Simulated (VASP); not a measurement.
# WSe2 (P6_3/mmc) in VASP: notebook, part 2 of 2

VASP 6.6.1.

### 4 Relaxation of shape and atoms at fixed volume, PBEsol+D3(BJ) (volume scaled by 1.06)

Input file INCAR:

```
PREC = Accurate ; ENCUT = 600
EDIFF = 1E-6 ; ISMEAR = 0
SIGMA = 0.02 ; LREAL = False
LASPH = True ; NELM = 80
ALGO = Normal ; ISIF = 4
LWAVE = False ; LCHARG = False
GGA = PS ; IVDW = 12
IBRION = 2 ; NSW = 50
EDIFFG = -0.01
```

Input file KPOINTS:

```
regular mesh
0
Gamma
  12 12 2
```

Input file POSCAR:

```
WSe2
1.0
    3.2803572896      0.0000000000      0.0000000000
   -1.6401786448      2.8408727463      0.0000000000
    0.0000000000      0.0000000000     12.7620502963
W Se
2 4
Direct
    0.3333333333      0.6666666667      0.2500000000
    0.6666666667      0.3333333333      0.7500000000
    0.3333333333      0.6666666667      0.6172264310
    0.6666666667      0.3333333333      0.1172264310
    0.3333333333      0.6666666667      0.8827735690
    0.6666666667      0.3333333333      0.3827735690
```

Command:

```sh
cat potpaw_PBE.64/W_sv/POTCAR potpaw_PBE.64/Se/POTCAR > POTCAR
mpirun -np 1 vasp_std > vasp.out
```

Wall time 8.9 min (1 thread of Intel Xeon Platinum 8375C at 2.90GHz (Ice Lake), shared host); peak memory 0.39 GiB.

It converged, with:

* Free energy: -49.2284 eV
* Energy gained by relaxing: 3.9 meV/atom
* Ionic steps: 6
* Pressure after relaxing: -2.9 GPa
* Largest force after relaxing: 0.004 eV/Å
* Band gap on the k mesh: 0.90 eV, indirect (least direct gap 1.59 eV)
* Dispersion energy per atom: -0.448 eV

Forces in eV/Å, atoms in the order of the input:
```
W    0.000  0.000  0.000
W    0.000  0.000  0.000
Se   0.000  0.000 -0.004
Se   0.000  0.000 -0.004
Se   0.000  0.000  0.004
Se   0.000  0.000  0.004
```

Step by step:
```csv
step,energy change (eV),largest force (eV/Å),pressure (GPa),volume (Å³)
1,0.0000,0.4038,-5.40,118.93
2,-0.0154,0.0143,-3.62,118.93
3,-0.0155,0.0392,-3.74,118.93
4,-0.0213,0.0176,-3.34,118.93
5,-0.0234,0.0006,-2.97,118.93
6,-0.0235,0.0036,-2.86,118.93
```

Final structure:
```cif
data_structure
_symmetry_space_group_name_H-M 'P 1'
_symmetry_Int_Tables_number 1
_cell_length_a 3.2653
_cell_length_b 3.2653
_cell_length_c 12.8798
_cell_angle_alpha 90.000
_cell_angle_beta 90.000
_cell_angle_gamma 120.000
_cell_volume 118.93
loop_
_atom_site_label
_atom_site_type_symbol
_atom_site_fract_x
_atom_site_fract_y
_atom_site_fract_z
_atom_site_occupancy
W1 W 0.33333 0.66667 0.25000 1
W2 W 0.66667 0.33333 0.75000 1
Se1 Se 0.33333 0.66667 0.61969 1
Se2 Se 0.66667 0.33333 0.11969 1
Se3 Se 0.33333 0.66667 0.88031 1
Se4 Se 0.66667 0.33333 0.38031 1
```

Levels at points of the mesh, in eV from the valence-band top:
```
           k point  band 22  band 23  band 24  band 25  band 26  band 27  band 28  band 29  band 30  band 31
(0.00, 0.00, 0.00)    -1.44    -1.44    -1.22    -1.02     0.00     2.71     2.71     2.77     2.78     2.80
(0.50, 0.00, 0.00)    -2.44    -1.47    -1.31    -1.30    -1.02     2.22     2.26     2.31     2.74     2.94
(0.00, 0.00, 0.50)    -1.47    -1.47    -1.47    -0.22    -0.22     2.72     2.72     2.72     2.72     2.94
(0.50, 0.00, 0.50)    -2.60    -1.37    -1.37    -1.16    -1.16     2.24     2.24     2.56     2.56     3.37
```

Caveat: the cell differs from its parent crystal (volume scaled by 1.06); the PAW data sets were made with another functional, which shifts forces and pressure a little; spin-orbit coupling is left out, which moves the levels of the heavy elements. A k mesh can miss the band edges.

### 5 Relaxation of cell and atoms, PBEsol+D3(BJ)

This run uses another cell than the first one, of 20.26 Å³/atom, 1.084 times its volume.

Input file INCAR:

```
SYSTEM = WSe2
  ALGO = Normal
  EDIFF = 1E-6
  EDIFFG = -0.005
  ENCUT = 600
  GGA = PS
  IBRION = 2
  ISIF = 3
  ISMEAR = 0
  IVDW = 12
  LASPH = .TRUE.
  LCHARG = .FALSE.
  LREAL = .FALSE.
  LWAVE = .FALSE.
  NELM = 100
  NSW = 100
  PREC = Accurate
  SIGMA = 0.02
```

Input file KPOINTS:

```
k-points
0
G
  12 12 2
  0 0 0
```

Input file POSCAR:

```
WSe2
1.0
    3.2900000000      0.0000000000      0.0000000000
   -1.6450000000      2.8492235785      0.0000000000
    0.0000000000      0.0000000000     12.9700000000
W Se
2 4
Direct
    0.3333333333      0.6666666667      0.2500000000
    0.6666666667      0.3333333333      0.7500000000
    0.3333333333      0.6666666667      0.6210000000
    0.6666666667      0.3333333333      0.1210000000
    0.3333333333      0.6666666667      0.8790000000
    0.6666666667      0.3333333333      0.3790000000
```

Potentials or basis: VASP PAW PBE potentials, release 64 (W_sv, Se).

Command:

```sh
cat potpaw_PBE.64/W_sv/POTCAR potpaw_PBE.64/Se/POTCAR > POTCAR
mpirun -np 1 vasp_std > vasp.out
```

OUTCAR:

```text
SYSTEM = WSe2
   EDIFF = 1E-6
   EDIFFG = -0.005
   ENCUT = 600
   GGA = PS
   IBRION = 2
   ISIF = 3
   ISMEAR = 0
   IVDW = 12
   LASPH = .TRUE.
   LREAL = .FALSE.
   NELM = 100
   NSW = 100
   PREC = Accurate
 IVDW          = 12

 ion  position               nearest neighbor table
   1  0.333  0.667  0.250-   4 2.53   6 2.53   4 2.53   6 2.53   4 2.53   6 2.53
   2  0.667  0.333  0.750-   3 2.53   5 2.53   3 2.53   5 2.53   3 2.53   5 2.53
   3  0.333  0.667  0.621-   2 2.53   2 2.53   2 2.53
   4  0.667  0.333  0.121-   1 2.53   1 2.53   1 2.53
   5  0.333  0.667  0.879-   2 2.53   2 2.53   2 2.53
   6  0.667  0.333  0.379-   1 2.53   1 2.53   1 2.53

  LATTYP: Found a hexagonal cell.
 ALAT       =     3.2900000000
 C/A-ratio  =     3.9422492401

  Lattice vectors:

 A1 = (   3.2900000000,   0.0000000000,   0.0000000000)
 A2 = (  -1.6450000000,   2.8492235785,   0.0000000000)
 A3 = (   0.0000000000,   0.0000000000,  12.9700000000)

Analysis of symmetry for initial positions (statically):
=====================================================================
 Subroutine PRICEL returns:
 Original cell was already a primitive cell.

 Routine SETGRP: Setting up the symmetry group for a
 hexagonal supercell.

 Subroutine GETGRP returns: Found 24 space group operations
 (whereof 12 operations were pure point group operations)
 out of a pool of 24 trial point group operations.

The static configuration has the point symmetry D_3d.
 The point group associated with its full space group is D_6h.

Analysis of symmetry for dynamics (positions and initial velocities):
=====================================================================
 Subroutine PRICEL returns:
 Original cell was already a primitive cell.

 Routine SETGRP: Setting up the symmetry group for a
 hexagonal supercell.

 Subroutine GETGRP returns: Found 24 space group operations
 (whereof 12 operations were pure point group operations)
 out of a pool of 24 trial point group operations.

The dynamic configuration has the point symmetry D_3d.
 The point group associated with its full space group is D_6h.

 Subroutine INISYM returns: Found 24 space group operations
 (whereof 12 operations are pure point group operations),
[... 122 lines left out ...]
   IMIX   =      4    mixing-type and parameters
     AMIX     =   0.40;   BMIX     =  1.00
     AMIX_MAG =   1.60;   BMIX_MAG =  1.00
  volume/ion in A,a.u.               =      20.26       136.74
  Fermi-wavevector in a.u.,A,eV,Ry     =   1.233451  2.330884 20.699914  1.521401
  Thomas-Fermi vector in A             =   2.368180
   LORBIT       =      0    0 simple, 1 ext, 2 COOP (PROOUT), +10 PAW based schemes
   GGA     = PS    functional components
   LHFCALC =     F    Hartree Fock is set to
   AEXX    =    0.0000 exact exchange contribution
   IVDW    =    12    specifies the selected vdW correction
   LEPSILON=     F    determine dielectric tensor
   LRPA    =     F    only Hartree local field effects (RPA)
 conjugate gradient relaxation of ions
 non-spin polarized calculation
 Gauss-broadening in eV      SIGMA  =   0.02
  energy-cutoff  :      600.00
  volume of cell :      121.58
 maximum number of plane-waves:      4120
 NGX is ok and might be reduce to    28
   NGX = 13   NGY = 13   NGZ = 51

--------------------------------------- Ionic step        1  -------------------------------------------

 number of electron      51.9999998 magnetization

 Free energy of the ion-electron system (eV)
  ---------------------------------------------------
  ext. energy  EPLUGINS =         0.00000000
  ---------------------------------------------------
  free energy    TOTEN  =       -46.54319738 eV

  energy without entropy =      -46.54319738  energy(sigma->0) =      -46.54319738

------------------------ aborting loop because EDIFF is reached ----------------------------------------

 Edisp (eV)   -2.62675

 E8    (eV) :    -1.7654
[... 117 lines left out ...]
  FREE ENERGIE OF THE ION-ELECTRON SYSTEM (eV)
  ---------------------------------------------------
  free  energy   TOTEN  =       -49.2221974599 eV

  energy  without entropy=      -49.2221974599  energy(sigma->0) =      -49.22219746

[... ionic steps 4 to 19 ...]

--------------------------------------- Ionic step       20  -------------------------------------------

 number of electron      51.9999999 magnetization

------------------------ aborting loop because EDIFF is reached ----------------------------------------
[... 83 lines left out ...]
--------------------------------------- Ionic step       22  -------------------------------------------

 number of electron      51.9999999 magnetization

 Free energy of the ion-electron system (eV)
  ---------------------------------------------------
  ext. energy  EPLUGINS =         0.00000000
  ---------------------------------------------------
  free energy    TOTEN  =       -46.44254977 eV

  energy without entropy =      -46.44254977  energy(sigma->0) =      -46.44254977

 E-fermi :   7.3973     XC(G=0): -11.3745

 val. band max:        7.1166065599   @ k =   0.0000   0.0000   0.0000
 cond. band min:       7.8221084034   @ k =   0.1667   0.1667   0.0000
 fundamental gap:      0.7055018435
 Fermi energy:         7.3972939792

 k-point     1 :       0.0000    0.0000    0.0000
  band No.  band energies     occupation
      1     -67.1908      2.00000
      2     -67.1907      2.00000
      3     -31.4851      2.00000
      4     -31.4850      2.00000
      5     -31.3000      2.00000
      6     -31.3000      2.00000
[... 805 lines left out ...]
     30       9.1180      0.00000
     31      10.3855      0.00000

 [... further k-points ...]

------------------------ aborting loop because EDIFF is reached ----------------------------------------

 Edisp (eV)   -2.85085

 E8    (eV) :    -1.9178
[... 29 lines left out ...]
  FREE ENERGIE OF THE ION-ELECTRON SYSTEM (eV)
  ---------------------------------------------------
  free  energy   TOTEN  =       -49.2933969840 eV

  energy  without entropy=      -49.2933969840  energy(sigma->0) =      -49.29339698

 reached required accuracy - stopping structural energy minimisation
```

It took 28 min on 1 thread of Intel Xeon Platinum 8375C at 2.90GHz (Ice Lake), shared host; peak memory 0.4 GiB.

What came out:

```
Free energy                            : -49.2934 eV
Relaxed volume                         : 18.76 Å³/atom
Relaxed cell                           : a = 3.233 Å, b = 3.233 Å, c = 12.433 Å, α = 90.00°, β = 90.00°, γ = 120.00°
Space group after relaxing (to 0.05 Å) : P6_3/mmc (No. 194)
Energy gained by relaxing              : 20.6 meV/atom
Ionic steps                            : 22
Pressure after relaxing                : 0.0 GPa
Largest force after relaxing           : 0.005 eV/Å
Band gap on the k mesh                 : 0.71 eV, indirect (least direct gap 1.65 eV)
Dispersion energy per atom             : -0.475 eV
```

Forces on the atoms (eV/Å):
```
W    0.000  0.000  0.000
W    0.000  0.000  0.000
Se   0.000  0.000 -0.005
Se   0.000  0.000 -0.005
Se   0.000  0.000  0.005
Se   0.000  0.000  0.005
```

The path:
```
step  energy change (eV)  largest force (eV/Å)  pressure (GPa)  volume (Å³)
   1              0.0000                0.0542           -4.39       121.58
   2              0.1049                1.4341            8.88       112.06
   3             -0.0522                0.4524           -0.05       117.99
   4             -0.0781                0.1959           -0.18       116.57
   5             -0.0796                0.1189           -0.19       116.13
   6             -0.0956                0.1159           -0.01       115.16
   7             -0.1212                0.0954            0.83       112.24
   8             -0.1038                0.3586           -2.85       113.95
   9             -0.1231                0.0152           -0.08       112.64
  10             -0.1234                0.0156           -0.06       112.64
  11             -0.1234                0.0057           -0.06       112.64
  12             -0.1234                0.0054           -0.07       112.64
  13             -0.1233                0.0048           -0.07       112.64
  14             -0.1234                0.0047           -0.06       112.64
  15             -0.1234                0.0216            0.10       112.50
  16             -0.1234                0.0130            0.03       112.57
  17             -0.1234                0.0110            0.03       112.59
  18             -0.1234                0.0081           -0.03       112.61
  19             -0.1234                0.0101           -0.02       112.60
  20             -0.1234                0.0106           -0.02       112.59
  21             -0.1234                0.0111           -0.01       112.59
  22             -0.1234                0.0048           -0.01       112.55
```

Final structure:
```cif
data_structure
_symmetry_space_group_name_H-M 'P 1'
_symmetry_Int_Tables_number 1
_cell_length_a 3.2332
_cell_length_b 3.2332
_cell_length_c 12.4330
_cell_angle_alpha 90.000
_cell_angle_beta 90.000
_cell_angle_gamma 120.000
_cell_volume 112.55
loop_
_atom_site_label
_atom_site_type_symbol
_atom_site_fract_x
_atom_site_fract_y
_atom_site_fract_z
_atom_site_occupancy
W1 W 0.33333 0.66667 0.25000 1
W2 W 0.66667 0.33333 0.75000 1
Se1 Se 0.33333 0.66667 0.61459 1
Se2 Se 0.66667 0.33333 0.11459 1
Se3 Se 0.33333 0.66667 0.88541 1
Se4 Se 0.66667 0.33333 0.38541 1
```

Caveat: the PAW data sets were made with another functional, which shifts forces and pressure a little; spin-orbit coupling is left out, which moves the levels of the heavy elements. Expect the measured gap to be larger: semilocal functionals such as PBEsol lack the derivative discontinuity.

### 6 The runs side by side

```tsv
task	cell	cutoff (eV)	gap on the mesh (eV)	pressure (GPa)	largest force (eV/Å)
single point	a = 3.230, b = 3.230, c = 12.415 Å, angles 90.0, 90.0, 120.0°, 6 atoms	520	0.70	0.5	0.06
single point	a = 3.249, b = 3.249, c = 12.640 Å, angles 90.0, 90.0, 120.0°, 6 atoms	520	0.81	-1.3	0.06
relaxation of shape and atoms at fixed volume	relaxed from a = 3.280, b = 3.280, c = 12.762 Å, angles 90.0, 90.0, 120.0°, 6 atoms	600	0.90	-2.9	-
relaxation of cell and atoms	relaxed from a = 3.290, b = 3.290, c = 12.970 Å, angles 90.0, 90.0, 120.0°, 6 atoms	600	0.71	0.0	-
```

Alike in all rows: level PBEsol+D3(BJ); potentials or basis VASP PAW PBE potentials, release 64 (W_sv, Se); no spin polarisation; k mesh 12 × 12 × 2; smearing gaussian 0.02 eV.

Caveats: the PAW data sets were made with another functional, which shifts forces and pressure a little; spin-orbit coupling is left out, which moves the levels of the heavy elements.

Total energies depend on the potentials used, so only differences within one code and one set of settings carry meaning.

### 7 Comparison with measurements

Step 2. Against the measured gap of WSe2, 1.3 eV (indirect; “Time-resolved XUV ARPES with tunable 24–33 eV laser pulses at 30 meV resolution”, 2019, pmc:6684652), the calculated 0.70 eV is off by -0.60 eV. Spin-orbit coupling on Se, W is left out. The value is that of PBEsol+D3(BJ) on a finite k mesh, which can miss the band edges, without temperature or zero-point motion. Semilocal functionals fall short of measured gaps as a rule.
